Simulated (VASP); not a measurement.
# LaZn (Pm-3m) in VASP: single point with LDA

Aim: the single point of LaZn with LDA.

Everything below comes from runs of VASP 6.6.1. Logs are shortened: lines on timing, memory, paths and dates and some standing lists are left out, and cuts for length are marked.

### Step 1. The cell of the first run

The structure is cubic, space group Pm-3m (No. 221). The conventional cell has a = 3.750 Å, b = 3.750 Å, c = 3.750 Å, α = 90.00°, β = 90.00°, γ = 90.00°. Within 4.3 Å of La (site symmetry m-3m) lie 8 Zn at 3.25 Å and 6 La at 3.75 Å. Within 4.3 Å of Zn (site symmetry m-3m) lie 8 La at 3.25 Å and 6 Zn at 3.75 Å.

### Step 2. Single point, LDA

INCAR reads:

```
PREC = Accurate
ENCUT = 520
EDIFF = 1E-7
ISMEAR = 1
SIGMA = 0.1
LREAL = F
LASPH = T
NELM = 100
ALGO = Normal
ISIF = 2
LWAVE = F
LCHARG = F
NBANDS = 18
```

KPOINTS reads:

```
regular mesh
0
Gamma
  7 7 7
```

POSCAR reads:

```
LaZn
1.0
    3.7500000000      0.0000000000      0.0000000000
    0.0000000000      3.7500000000      0.0000000000
    0.0000000000      0.0000000000      3.7500000000
La Zn
1 1
Direct
    0.5000000000      0.5000000000      0.5000000000
    0.0000000000      0.0000000000      0.0000000000
```

Potentials or basis: VASP PAW LDA potentials, release 64 (La, Zn).

Run with:

```sh
$ cat potpaw_LDA.64/La/POTCAR potpaw_LDA.64/Zn/POTCAR > POTCAR
$ mpirun -np 1 vasp_std > vasp.out
```

OUTCAR:

```text
PREC = Accurate
   ENCUT = 520
   EDIFF = 1E-7
   ISMEAR = 1
   LREAL = F
   LASPH = T
   NELM = 100
   ISIF = 2

 ion  position               nearest neighbor table
   1  0.500  0.500  0.500-   2 3.25   2 3.25   2 3.25   2 3.25   2 3.25   2 3.25   2 3.25   2 3.25

   2  0.000  0.000  0.000-   1 3.25   1 3.25   1 3.25   1 3.25   1 3.25   1 3.25   1 3.25   1 3.25

  LATTYP: Found a simple cubic cell.
 ALAT       =     3.7500000000

  Lattice vectors:

 A1 = (   3.7500000000,   0.0000000000,   0.0000000000)
 A2 = (   0.0000000000,   3.7500000000,   0.0000000000)
 A3 = (   0.0000000000,   0.0000000000,   3.7500000000)

Analysis of symmetry for initial positions (statically):
=====================================================================
 Subroutine PRICEL returns:
 Original cell was already a primitive cell.

 Routine SETGRP: Setting up the symmetry group for a
 simple cubic supercell.

 Subroutine GETGRP returns: Found 48 space group operations
 (whereof 48 operations were pure point group operations)
 out of a pool of 48 trial point group operations.

The static configuration has the point symmetry O_h .

Analysis of symmetry for dynamics (positions and initial velocities):
=====================================================================
 Subroutine PRICEL returns:
 Original cell was already a primitive cell.

 Routine SETGRP: Setting up the symmetry group for a
 simple cubic supercell.

 Subroutine GETGRP returns: Found 48 space group operations
 (whereof 48 operations were pure point group operations)
 out of a pool of 48 trial point group operations.

The dynamic configuration has the point symmetry O_h .

 Subroutine INISYM returns: Found 48 space group operations
 (whereof 48 operations are pure point group operations),
 and found     1 'primitive' translations

----------------------------------------------------------------------------------------

                                     Primitive cell

  volume of cell :      52.7344

  direct lattice vectors                    reciprocal lattice vectors
     3.750000000  0.000000000  0.000000000     0.266666667  0.000000000  0.000000000
     0.000000000  3.750000000  0.000000000     0.000000000  0.266666667  0.000000000
     0.000000000  0.000000000  3.750000000     0.000000000  0.000000000  0.266666667

  length of vectors
     3.750000000  3.750000000  3.750000000     0.266666667  0.266666667  0.266666667

  position of ions in fractional coordinates (direct lattice)
     0.500000000  0.500000000  0.500000000
     0.000000000  0.000000000  0.000000000

  ion indices of the primitive-cell ions
   primitive index   ion index
                 1           1
                 2           2

----------------------------------------------------------------------------------------

 KPOINTS: regular mesh

Automatic generation of k-mesh.
 Grid dimensions read from file:
 generate k-points for:    7    7    7

 Generating k-lattice:

  Cartesian coordinates                     Fractional coordinates (reciprocal lattice)
     0.038095238  0.000000000  0.000000000     0.142857143  0.000000000  0.000000000
     0.000000000  0.038095238  0.000000000     0.000000000  0.142857143  0.000000000
     0.000000000  0.000000000  0.038095238     0.000000000  0.000000000  0.142857143

  Length of vectors
     0.038095238  0.038095238  0.038095238

  Shift w.r.t. Gamma in fractional coordinates (k-lattice)
     0.000000000  0.000000000  0.000000000

 Subroutine IBZKPT returns following result:
 ===========================================

 Found     20 irreducible k-points:

 Following reciprocal coordinates:
            Coordinates               Weight
  0.000000  0.000000  0.000000      1.000000
  0.142857  0.000000  0.000000      6.000000
  0.285714  0.000000  0.000000      6.000000
  0.428571  0.000000  0.000000      6.000000
  0.142857  0.142857  0.000000     12.000000
  0.285714  0.142857  0.000000     24.000000
[... 12 lines left out ...]
  0.428571  0.428571  0.285714     24.000000
  0.428571  0.428571  0.428571      8.000000
   k-points           NKPTS =     20   k-points in BZ     NKDIM =     20   number of bands    NBANDS=     18
   number of dos      NEDOS =    301   number of ions     NIONS =      2
   total plane-waves  NPLWV =  21952
   dimension x,y,z NGX =    28 NGY =   28 NGZ =   28
   dimension x,y,z NGXF=    56 NGYF=   56 NGZF=   56
   ions per type =               1   1
   NGX,Y,Z   is equivalent  to a cutoff of  12.41, 12.41, 12.41 a.u.
   NGXF,Y,Z  is equivalent  to a cutoff of  24.83, 24.83, 24.83 a.u.
 SYSTEM =  unknown system
   PREC   = accura    normal or accurate (medium, high low for compatibility)
   ISTART =      0    job   : 0-new  1-cont  2-samecut
   ICHARG =      2    charge: 1-file 2-atom 10-const
   ISPIN  =      1    spin polarized calculation?
   LNONCOLLINEAR =      F non collinear calculations
   LSORBIT =      F    spin-orbit coupling
   LASPH  =      T    aspherical Exc in radial PAW
   ENCUT  =  520.0 eV  38.22 Ry    6.18 a.u.   6.97  6.97  6.97*2*pi/ulx,y,z
   NELM   =    100;   NELMIN=  2; NELMDL= -5     # of ELM steps
   EDIFF  = 0.1E-06   stopping-criterion for ELM
   LREAL  =      F    real-space projection
   EDIFFG = 0.1E-05   stopping-criterion for IOM
   NSW    =      0    number of steps for IOM
   IBRION =     -1    ionic relax: 0-MD 1-quasi-New 2-CG
   NFREE  =      0    steps in history (QN), initial steepest desc. (CG)
   ISIF   =      2    stress and relaxation
   ISYM   =      2    0-nonsym 1-usesym 2-fastsym
   POTIM  = 0.5000    time-step for ionic-motion
   TEBEG  =    0.0;   TEEND  =   0.0 temperature during run
   PSTRESS=    0.0 pullay stress
   NELECT =      23.0000    total number of electrons
   NUPDOWN=      -1.0000    fix difference up-down
   EMIN   =  10.00;   EMAX   =-10.00  energy-range for DOS
   EFERMI =   0.00;   METHOD = LEGACY
   ISMEAR =     1;   SIGMA  =   0.10  broadening in eV -4-tet -1-fermi 0-gaus
   EFERMI_NEDOS =   21; number of points for ismear=-14 and -15
   IALGO  =     38    algorithm
   IMIX   =      4    mixing-type and parameters
     AMIX     =   0.40;   BMIX     =  1.00
     AMIX_MAG =   1.60;   BMIX_MAG =  1.00
  volume/ion in A,a.u.               =      26.37       177.93
  Fermi-wavevector in a.u.,A,eV,Ry     =   1.241517  2.346128 20.971553  1.541366
  Thomas-Fermi vector in A             =   2.375912
   LORBIT       =      0    0 simple, 1 ext, 2 COOP (PROOUT), +10 PAW based schemes
   GGA     = CA    functional components
   LHFCALC =     F    Hartree Fock is set to
   AEXX    =    0.0000 exact exchange contribution
   IVDW    =     0    specifies the selected vdW correction
   LEPSILON=     F    determine dielectric tensor
   LRPA    =     F    only Hartree local field effects (RPA)
 non-spin polarized calculation
 Methfessel and Paxton  Order N= 1 SIGMA  =   0.10
  energy-cutoff  :      520.00
  volume of cell :       52.73
 maximum number of plane-waves:      1433
 NGX is ok and might be reduce to    28
   NGX = 13   NGY = 13   NGZ = 13

 number of electron      23.0000032 magnetization

 Free energy of the ion-electron system (eV)
  ---------------------------------------------------
  ext. energy  EPLUGINS =         0.00000000
  ---------------------------------------------------
  free energy    TOTEN  =        -7.93662675 eV

  energy without entropy =       -7.93880616  energy(sigma->0) =       -7.93735322

 E-fermi :   6.0273     XC(G=0): -10.3741

 val. band max:        6.0011382442   @ k =   0.1429   0.1429   0.1429
 cond. band min:       6.0850779076   @ k =   0.4286   0.0000   0.0000
 fundamental gap:      0.0839396634
 Fermi energy:         6.0272651595

 k-point     1 :       0.0000    0.0000    0.0000
  band No.  band energies     occupation
      1     -26.6794      2.00000
      2     -10.0684      2.00000
      3     -10.0684      2.00000
      4     -10.0684      2.00000
      5      -1.0691      2.00000
      6      -1.0691      2.00000
[... 10 lines left out ...]
     17       7.7479     -0.00000
     18       7.7481     -0.00000

 k-point     2 :       0.1429    0.0000    0.0000
  band No.  band energies     occupation
      1     -26.6665      2.00000
      2     -10.2415      2.00000
      3     -10.0543      2.00000
      4     -10.0543      2.00000
      5      -1.0605      2.00000
      6      -1.0343      2.00000
[... 10 lines left out ...]
     17       7.7609     -0.00000
     18       7.7617     -0.00000

 k-point     3 :       0.2857    0.0000    0.0000
  band No.  band energies     occupation
      1     -26.6372      2.00000
      2     -10.6040      2.00000
      3     -10.0222      2.00000
      4     -10.0222      2.00000
      5      -1.0411      2.00000
      6      -0.9597      2.00000
[... 10 lines left out ...]
     17       7.7919     -0.00000
     18       7.7920     -0.00000

 k-point     4 :       0.4286    0.0000    0.0000
  band No.  band energies     occupation
      1     -26.6135      2.00000
      2     -10.8730      2.00000
      3      -9.9963      2.00000
      4      -9.9963      2.00000
      5      -1.0256      2.00000
      6      -0.9331      2.00000
[... 291 lines left out ...]
      4     -10.4064      2.00000
      5      -1.0123      2.00000
      6      -0.9734      2.00000
[... 10 lines left out ...]
     17       7.9676     -0.00000
     18       8.0340      0.00000

 k-point    19 :       0.4286    0.4286    0.2857
  band No.  band energies     occupation
      1     -26.5115      2.00000
      2     -10.6599      2.00000
      3     -10.6543      2.00000
      4     -10.3808      2.00000
      5      -0.9946      2.00000
      6      -0.9654      2.00000
[... 10 lines left out ...]
     17       7.9983     -0.00000
     18       8.0349      0.00000

 k-point    20 :       0.4286    0.4286    0.4286
  band No.  band energies     occupation
      1     -26.4894      2.00000
      2     -10.6224      2.00000
      3     -10.6168      2.00000
      4     -10.6168      2.00000
      5      -0.9614      2.00000
      6      -0.9407      2.00000
[... 10 lines left out ...]
     17       8.0154     -0.00000
     18       8.0308      0.00000

------------------------ aborting loop because EDIFF is reached ----------------------------------------

  FORCE on cell =-STRESS in cart. coord.  units (eV):
  Direction    XX          YY          ZZ          XY          YZ          ZX
  --------------------------------------------------------------------------------------
  -------------------------------------------------------------------------------------
  Total       -1.3027161     -1.3027161     -1.3027161     -0.0000000     -0.0000000      0.0000000
  in kB      -39.5791601    -39.5791601    -39.5791601     -0.0000000     -0.0000000      0.0000000
  external PRESSURE =     -39.5791601 kB  Pullay stress =       0.0000000 kB

 VOLUME and BASIS-vectors are now :
 -----------------------------------------------------------------------------
  energy-cutoff  :      520.00
  volume of cell :       52.73
      direct lattice vectors                 reciprocal lattice vectors
     3.750000000  0.000000000  0.000000000     0.266666667  0.000000000  0.000000000
     0.000000000  3.750000000  0.000000000     0.000000000  0.266666667  0.000000000
     0.000000000  0.000000000  3.750000000     0.000000000  0.000000000  0.266666667

 POSITION                                       TOTAL-FORCE (eV/Angst)
 -----------------------------------------------------------------------------------
      1.87500      1.87500      1.87500         0.000000      0.000000      0.000000
      0.00000      0.00000      0.00000         0.000000      0.000000      0.000000
 -----------------------------------------------------------------------------------
    total drift:                               -0.000000      0.000000      0.000000

  FREE ENERGIE OF THE ION-ELECTRON SYSTEM (eV)
  ---------------------------------------------------
  free  energy   TOTEN  =        -7.9366267497 eV

  energy  without entropy=       -7.9388061638  energy(sigma->0) =       -7.93735322
```

It took 11 s on 1 thread of Intel Xeon Platinum 8559C (Emerald Rapids), shared host; peak memory 0.16 GiB.

What came out:

```
Free energy : -7.9366 eV
Pressure    : -4.0 GPa
```

Caveat: spin-orbit coupling is left out, which moves the levels of the heavy elements.
